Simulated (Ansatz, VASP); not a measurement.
One calculation of LaSc, two programs

```
La Sc
1.0
     3.82586    0.00000    0.00000
     0.00000    3.82586    0.00000
     0.00000    0.00000    3.82586
La Sc
1 1
Direct
  0.00000 0.00000 0.00000
  0.50000 0.50000 0.50000
```

Alike in both runs: task single point; functional PBE; k mesh 14 × 14 × 14; occupations gaussian, width 0.1 eV; no spin polarisation.

|  | VASP | Ansatz |
| --- | --- | --- |
| version | VASP 6.6.1 | Ansatz 0.2.0 |
| potentials or method | VASP PAW PBE potentials, release 64 (La, Sc_sv), cutoff 520 eV | scalar-relativistic, plane waves, PAW |
| valence electrons in the cell | 22 | 22 |

Ansatz gave:

- gap on the k mesh at the Fermi level (eV): none
- pressure (GPa): 3.9

Question: Which values does VASP return?

Answer: gap on the k mesh at the Fermi level (eV): none; pressure (GPa): 4.0.

A gap of «none» marks a metal or a gap that the smearing closes.

Spin-orbit coupling is off throughout.
